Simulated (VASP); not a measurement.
# BaTe in VASP: notebook

The runs below take BaTe through single point, with PBEsol, LDA.

All numbers are computed with VASP 6.6.1; they aren't measurements. Logs are shortened: lines on timing, memory, paths and dates and some standing lists are left out, and cuts for length are marked.

### Step 1. The cell of the first run

The typed cell holds 4 atoms: a = 6.001 Å, b = 6.001 Å, c = 4.244 Å, α = 90.00°, β = 90.00°, γ = 90.00°.

### Step 2. Single point, PBEsol

The input, INCAR:

```
SYSTEM = BaTe
PREC = Accurate
ENCUT = 520
EDIFF = 1E-7
ISMEAR = 0
SIGMA = 0.05
LREAL = .FALSE.
LASPH = .TRUE.
NELM = 60
ALGO = Normal
ISIF = 2
LWAVE = .FALSE.
LCHARG = .TRUE.
GGA = PS
LELF = .TRUE.
LVHAR = .TRUE.
NBANDS = 24
```

The input, KPOINTS:

```
regular mesh
0
G
  6 6 8
  0 0 0
```

The input, POSCAR:

```
BaTe
1.0
    6.0014404072      0.0000000000      0.0000000000
    0.0000000000      6.0014404072      0.0000000000
    0.0000000000      0.0000000000      4.2436295593
Ba Te
2 2
Direct
    0.5000000000      0.0000000000      0.4999515426
    0.0000000000      0.5000000000      0.5000484574
    0.0000000000      0.0000000000      0.0000000000
    0.5000000000      0.5000000000      0.0000000000
```

Potentials or basis: VASP PAW PBE potentials, release 64 (Ba_sv, Te).

The run is started by

```bash
> cat potpaw_PBE.64/Ba_sv/POTCAR potpaw_PBE.64/Te/POTCAR > POTCAR
> mpirun -np 1 vasp_std > vasp.out
```

OUTCAR:

```text
SYSTEM = BaTe
   PREC = Accurate
   ENCUT = 520
   EDIFF = 1E-7
   ISMEAR = 0
   LREAL = .FALSE.
   LASPH = .TRUE.
   NELM = 60
   ISIF = 2
   GGA = PS

 ion  position               nearest neighbor table
   1  0.500  0.000  0.500-   3 3.67   4 3.67   4 3.67   3 3.67   4 3.68   3 3.68   3 3.68   4 3.68
                             2 4.24   2 4.24   2 4.24   2 4.24
   2  0.000  0.500  0.500-   3 3.67   4 3.67   3 3.67   4 3.67   3 3.68   3 3.68   4 3.68   4 3.68
                             1 4.24   1 4.24   1 4.24   1 4.24
   3  0.000  0.000  0.000-   1 3.67   2 3.67   2 3.67   1 3.67   2 3.68   2 3.68   1 3.68   1 3.68

   4  0.500  0.500  0.000-   1 3.67   2 3.67   1 3.67   2 3.67   2 3.68   1 3.68   2 3.68   1 3.68

  LATTYP: Found a simple tetragonal cell.
 ALAT       =     6.0014404072
 C/A-ratio  =     0.7071018408

  Lattice vectors:

 A1 = (   6.0014404072,   0.0000000000,   0.0000000000)
 A2 = (   0.0000000000,   6.0014404072,   0.0000000000)
 A3 = (   0.0000000000,   0.0000000000,   4.2436295593)

Analysis of symmetry for initial positions (statically):
=====================================================================
 Subroutine PRICEL returns:
 Original cell was already a primitive cell.

 Routine SETGRP: Setting up the symmetry group for a
 simple tetragonal supercell.

 Subroutine GETGRP returns: Found 16 space group operations
 (whereof  8 operations were pure point group operations)
 out of a pool of 16 trial point group operations.

The static configuration has the point symmetry D_2d.
 The point group associated with its full space group is D_4h.

Analysis of symmetry for dynamics (positions and initial velocities):
=====================================================================
 Subroutine PRICEL returns:
 Original cell was already a primitive cell.

 Routine SETGRP: Setting up the symmetry group for a
 simple tetragonal supercell.

 Subroutine GETGRP returns: Found 16 space group operations
 (whereof  8 operations were pure point group operations)
 out of a pool of 16 trial point group operations.

The dynamic configuration has the point symmetry D_2d.
 The point group associated with its full space group is D_4h.

 Subroutine INISYM returns: Found 16 space group operations
 (whereof  8 operations are pure point group operations),
 and found     1 'primitive' translations

----------------------------------------------------------------------------------------

                                     Primitive cell

  volume of cell :     152.8440

  direct lattice vectors                    reciprocal lattice vectors
     6.001440407  0.000000000  0.000000000     0.166626665  0.000000000  0.000000000
     0.000000000  6.001440407  0.000000000     0.000000000  0.166626665  0.000000000
     0.000000000  0.000000000  4.243629559     0.000000000  0.000000000  0.235647336

  length of vectors
     6.001440407  6.001440407  4.243629559     0.166626665  0.166626665  0.235647336

  position of ions in fractional coordinates (direct lattice)
     0.500000000  0.000000000  0.499951543
     0.000000000  0.500000000  0.500048457
     0.000000000  0.000000000  0.000000000
     0.500000000  0.500000000  0.000000000

  ion indices of the primitive-cell ions
   primitive index   ion index
                 1           1
                 2           2
                 3           3
                 4           4

----------------------------------------------------------------------------------------

 KPOINTS: regular mesh

Automatic generation of k-mesh.
 Grid dimensions read from file:
 generate k-points for:    6    6    8

 Generating k-lattice:

  Cartesian coordinates                     Fractional coordinates (reciprocal lattice)
     0.027771111  0.000000000  0.000000000     0.166666667  0.000000000  0.000000000
     0.000000000  0.027771111  0.000000000     0.000000000  0.166666667  0.000000000
     0.000000000  0.000000000  0.029455917     0.000000000  0.000000000  0.125000000

  Length of vectors
     0.027771111  0.027771111  0.029455917

  Shift w.r.t. Gamma in fractional coordinates (k-lattice)
     0.000000000  0.000000000  0.000000000

 Subroutine IBZKPT returns following result:
 ===========================================

 Found     50 irreducible k-points:

 Following reciprocal coordinates:
            Coordinates               Weight
  0.000000  0.000000  0.000000      1.000000
  0.166667  0.000000  0.000000      4.000000
  0.333333  0.000000  0.000000      4.000000
  0.500000  0.000000  0.000000      2.000000
  0.166667  0.166667  0.000000      4.000000
  0.333333  0.166667  0.000000      8.000000
[... 16 lines left out ...]
  0.333333  0.000000  0.250000      8.000000
  0.500000  0.000000  0.250000      4.000000
 [... further k-points ...]
   k-points           NKPTS =     50   k-points in BZ     NKDIM =     50   number of bands    NBANDS=     24
   number of dos      NEDOS =    301   number of ions     NIONS =      4
   total plane-waves  NPLWV =  73728
   dimension x,y,z NGX =    48 NGY =   48 NGZ =   32
   dimension x,y,z NGXF=    96 NGYF=   96 NGZF=   64
   ions per type =               2   2
   NGX,Y,Z   is equivalent  to a cutoff of  13.30, 13.30, 12.54 a.u.
   NGXF,Y,Z  is equivalent  to a cutoff of  26.59, 26.59, 25.07 a.u.
 SYSTEM =  BaTe
   PREC   = accura    normal or accurate (medium, high low for compatibility)
   ISTART =      0    job   : 0-new  1-cont  2-samecut
   ICHARG =      2    charge: 1-file 2-atom 10-const
   ISPIN  =      1    spin polarized calculation?
   LNONCOLLINEAR =      F non collinear calculations
   LSORBIT =      F    spin-orbit coupling
   LASPH  =      T    aspherical Exc in radial PAW
   ENCUT  =  520.0 eV  38.22 Ry    6.18 a.u.  11.16 11.16  7.89*2*pi/ulx,y,z
   NELM   =     60;   NELMIN=  2; NELMDL= -5     # of ELM steps
   EDIFF  = 0.1E-06   stopping-criterion for ELM
   LREAL  =      F    real-space projection
   EDIFFG = 0.1E-05   stopping-criterion for IOM
   NSW    =      0    number of steps for IOM
   IBRION =     -1    ionic relax: 0-MD 1-quasi-New 2-CG
   NFREE  =      0    steps in history (QN), initial steepest desc. (CG)
   ISIF   =      2    stress and relaxation
   ISYM   =      2    0-nonsym 1-usesym 2-fastsym
   POTIM  = 0.5000    time-step for ionic-motion
   TEBEG  =    0.0;   TEEND  =   0.0 temperature during run
   PSTRESS=    0.0 pullay stress
   NELECT =      32.0000    total number of electrons
   NUPDOWN=      -1.0000    fix difference up-down
   EMIN   =  10.00;   EMAX   =-10.00  energy-range for DOS
   EFERMI =   0.00;   METHOD = LEGACY
   ISMEAR =     0;   SIGMA  =   0.05  broadening in eV -4-tet -1-fermi 0-gaus
   EFERMI_NEDOS =   21; number of points for ismear=-14 and -15
   IALGO  =     38    algorithm
   IMIX   =      4    mixing-type and parameters
     AMIX     =   0.40;   BMIX     =  1.00
     AMIX_MAG =   1.60;   BMIX_MAG =  1.00
  volume/ion in A,a.u.               =      38.21       257.86
  Fermi-wavevector in a.u.,A,eV,Ry     =   0.972095  1.836993 12.857077  0.944969
  Thomas-Fermi vector in A             =   2.102366
   LORBIT       =      0    0 simple, 1 ext, 2 COOP (PROOUT), +10 PAW based schemes
   GGA     = PS    functional components
   LHFCALC =     F    Hartree Fock is set to
   AEXX    =    0.0000 exact exchange contribution
   IVDW    =     0    specifies the selected vdW correction
   LEPSILON=     F    determine dielectric tensor
   LRPA    =     F    only Hartree local field effects (RPA)
 non-spin polarized calculation
 Gauss-broadening in eV      SIGMA  =   0.05
  energy-cutoff  :      520.00
  volume of cell :      152.84
 maximum number of plane-waves:      4176
 NGX is ok and might be reduce to    48
   NGX = 23   NGY = 23   NGZ = 15

 number of electron      31.9999999 magnetization

 Free energy of the ion-electron system (eV)
  ---------------------------------------------------
  ext. energy  EPLUGINS =         0.00000000
  ---------------------------------------------------
  free energy    TOTEN  =       -17.84772590 eV

  energy without entropy =      -17.84772590  energy(sigma->0) =      -17.84772590

 E-fermi :   4.0440     XC(G=0):  -8.9906

 val. band max:        3.7829313258   @ k =   0.0000   0.0000   0.0000
 cond. band min:       4.4606609562   @ k =   0.0000   0.0000   0.0000
 fundamental gap:      0.6777296305
 Fermi energy:         4.0439801437

 k-point     1 :       0.0000    0.0000    0.0000
  band No.  band energies     occupation
      1     -24.2728      2.00000
      2     -24.2180      2.00000
      3      -9.6623      2.00000
      4      -9.6623      2.00000
      5      -9.2885      2.00000
      6      -9.2885      2.00000
[... 16 lines left out ...]
     23       6.6643      0.00000
     24       8.3481      0.00000

 k-point     2 :       0.1667    0.0000    0.0000
  band No.  band energies     occupation
      1     -24.2691      2.00000
      2     -24.2216      2.00000
      3      -9.6632      2.00000
      4      -9.6384      2.00000
      5      -9.3477      2.00000
      6      -9.3147      2.00000
[... 16 lines left out ...]
     23       7.0768      0.00000
     24       8.1811      0.00000

 k-point     3 :       0.3333    0.0000    0.0000
  band No.  band energies     occupation
      1     -24.2589      2.00000
      2     -24.2315      2.00000
      3      -9.6487      2.00000
      4      -9.5723      2.00000
      5      -9.4749      2.00000
      6      -9.3855      2.00000
[... 16 lines left out ...]
     23       7.7879      0.00000
     24       8.0376      0.00000

 k-point     4 :       0.5000    0.0000    0.0000
  band No.  band energies     occupation
      1     -24.2451      2.00000
      2     -24.2451      2.00000
      3      -9.5884      2.00000
      4      -9.5884      2.00000
      5      -9.4800      2.00000
      6      -9.4800      2.00000
[... 16 lines left out ...]
     23       7.3493      0.00000
     24       7.3493      0.00000

 k-point     5 :       0.1667    0.1667    0.0000
  band No.  band energies     occupation
      1     -24.2658      2.00000
      2     -24.2247      2.00000
      3      -9.7212      2.00000
      4      -9.5608      2.00000
      5      -9.4587      2.00000
      6      -9.2751      2.00000
[... 16 lines left out ...]
     23       7.2915      0.00000
     24       8.4560      0.00000

 k-point     6 :       0.3333    0.1667    0.0000
  band No.  band energies     occupation
      1     -24.2569      2.00000
      2     -24.2332      2.00000
      3      -9.7487      2.00000
      4      -9.6044      2.00000
      5      -9.4641      2.00000
      6      -9.2974      2.00000
[... 16 lines left out ...]
     23       8.0785      0.00000
     24       8.1476      0.00000
[... 379 lines left out ...]
 k-point    21 :       0.0000    0.0000    0.2500
  band No.  band energies     occupation
      1     -24.2588      2.00000
      2     -24.2055      2.00000
      3      -9.6191      2.00000
      4      -9.6191      2.00000
      5      -9.6120      2.00000
      6      -9.3903      2.00000
[... 16 lines left out ...]
     23       8.5727      0.00000
     24       8.6263      0.00000

 k-point    22 :       0.1667    0.0000    0.2500
  band No.  band energies     occupation
      1     -24.2551      2.00000
      2     -24.2090      2.00000
      3      -9.6128      2.00000
      4      -9.5968      2.00000
      5      -9.5963      2.00000
      6      -9.3990      2.00000
[... 16 lines left out ...]
     23       8.3255      0.00000
     24       8.5124      0.00000

 k-point    23 :       0.3333    0.0000    0.2500
  band No.  band energies     occupation
      1     -24.2452      2.00000
      2     -24.2186      2.00000
      3      -9.5875      2.00000
      4      -9.5608      2.00000
      5      -9.5331      2.00000
      6      -9.4239      2.00000
[... 16 lines left out ...]
     23       8.2144      0.00000
     24       8.4494      0.00000

 k-point    24 :       0.5000    0.0000    0.2500
  band No.  band energies     occupation
      1     -24.2318      2.00000
      2     -24.2318      2.00000
      3      -9.5479      2.00000
      4      -9.5479      2.00000
      5      -9.4449      2.00000
      6      -9.4449      2.00000
[... 16 lines left out ...]
     23       8.6149      0.00000
     24       8.6149      0.00000

 [... further k-points ...]

------------------------ aborting loop because EDIFF is reached ----------------------------------------

  FORCE on cell =-STRESS in cart. coord.  units (eV):
  Direction    XX          YY          ZZ          XY          YZ          ZX
  --------------------------------------------------------------------------------------
  -------------------------------------------------------------------------------------
  Total       -1.3287948     -1.3287948     -1.3171519      0.0000000      0.0000000      0.0000000
  in kB      -13.9290028    -13.9290028    -13.8069575      0.0000000      0.0000000      0.0000000
  external PRESSURE =     -13.8883210 kB  Pullay stress =       0.0000000 kB

 VOLUME and BASIS-vectors are now :
 -----------------------------------------------------------------------------
  energy-cutoff  :      520.00
  volume of cell :      152.84
      direct lattice vectors                 reciprocal lattice vectors
     6.001440407  0.000000000  0.000000000     0.166626665  0.000000000  0.000000000
     0.000000000  6.001440407  0.000000000     0.000000000  0.166626665  0.000000000
     0.000000000  0.000000000  4.243629559     0.000000000  0.000000000  0.235647336

 POSITION                                       TOTAL-FORCE (eV/Angst)
 -----------------------------------------------------------------------------------
      3.00072      0.00000      2.12161         0.000000      0.000000      0.000017
      0.00000      3.00072      2.12202        -0.000000      0.000000     -0.000017
      0.00000      0.00000      0.00000        -0.000000     -0.000000      0.000000
      3.00072      3.00072      0.00000        -0.000000      0.000000      0.000000
 -----------------------------------------------------------------------------------
    total drift:                               -0.000000      0.000000      0.000000

  FREE ENERGIE OF THE ION-ELECTRON SYSTEM (eV)
  ---------------------------------------------------
  free  energy   TOTEN  =       -17.8477259018 eV

  energy  without entropy=      -17.8477259018  energy(sigma->0) =      -17.84772590
```

It took 69 s on 1 thread of Intel Xeon 6975P-C (Granite Rapids), shared host; peak memory 0.36 GiB.

Results:

- Free energy: -17.8477 eV
- Pressure: -1.4 GPa
- Band gap on the k mesh: 0.68 eV

Levels at points of the mesh, in eV from the valence-band top:
| k point | band 13 | band 14 | band 15 | band 16 | band 17 | band 18 | band 19 | band 20 |
| --- | --- | --- | --- | --- | --- | --- | --- | --- |
| (0.00, 0.00, 0.00) | -0.38 | -0.38 | -0.38 | 0.00 | 0.68 | 0.68 | 0.88 | 2.28 |
| (0.50, 0.00, 0.00) | -1.59 | -1.59 | -0.57 | -0.57 | 1.70 | 1.70 | 3.02 | 3.02 |
| (0.50, 0.50, 0.00) | -0.90 | -0.90 | -0.90 | -0.90 | 1.49 | 1.49 | 4.76 | 4.76 |
| (0.00, 0.00, 0.50) | -2.98 | -2.98 | -0.90 | -0.90 | 1.49 | 4.69 | 4.69 | 4.69 |
| (0.50, 0.00, 0.50) | -2.16 | -2.16 | -1.24 | -1.24 | 2.47 | 2.47 | 2.58 | 2.58 |
| (0.50, 0.50, 0.50) | -2.08 | -2.08 | 0.00 | 0.00 | 0.88 | 0.88 | 2.47 | 2.47 |

Caveat: the PAW data sets were made with another functional, which shifts forces and pressure a little; spin-orbit coupling is left out, which moves the levels of the heavy elements. A k mesh can miss the band edges.

### Step 3. Single point, LDA

The input, INCAR:

```
ALGO = Normal
EDIFF = 1E-7
ENCUT = 520
ISIF = 2
ISMEAR = 0
LASPH = True
LCHARG = False
LREAL = False
LWAVE = False
NBANDS = 24
NELM = 100
PREC = Accurate
SIGMA = 0.05
```

The input, KPOINTS:

```
k-points
0
Gamma
  6 6 8
```

POSCAR is that of step 2.

Potentials or basis: VASP PAW LDA potentials, release 64 (Ba_sv, Te).

The run is started by

```bash
> cat potpaw_LDA.64/Ba_sv/POTCAR potpaw_LDA.64/Te/POTCAR > POTCAR
> mpirun -np 1 vasp_std > vasp.out
```

Run time: 71 s. Hardware: 1 thread of Intel Xeon 6975P-C (Granite Rapids), shared host; peak memory 0.32 GiB.

It converged, with:

```yaml
Free_energy: -18.6664 eV
Pressure: -2.5 GPa
Band_gap_on_the_k_mesh: 0.64 eV
```

Levels at points of the mesh, in eV from the valence-band top:
```csv
k point,band 13,band 14,band 15,band 16,band 17,band 18,band 19,band 20
"(0.00, 0.00, 0.00)",-0.38,-0.38,-0.38,0.00,0.64,0.64,0.83,2.21
"(0.50, 0.00, 0.00)",-1.57,-1.57,-0.57,-0.57,1.64,1.64,2.99,2.99
"(0.50, 0.50, 0.00)",-0.90,-0.90,-0.90,-0.90,1.42,1.42,4.80,4.80
"(0.00, 0.00, 0.50)",-2.96,-2.96,-0.90,-0.90,1.42,4.70,4.70,4.70
"(0.50, 0.00, 0.50)",-2.15,-2.15,-1.22,-1.22,2.44,2.44,2.53,2.53
"(0.50, 0.50, 0.50)",-2.06,-2.06,0.00,0.00,0.83,0.83,2.45,2.45
```

Caveat: spin-orbit coupling is left out, which moves the levels of the heavy elements. A k mesh can miss the band edges.
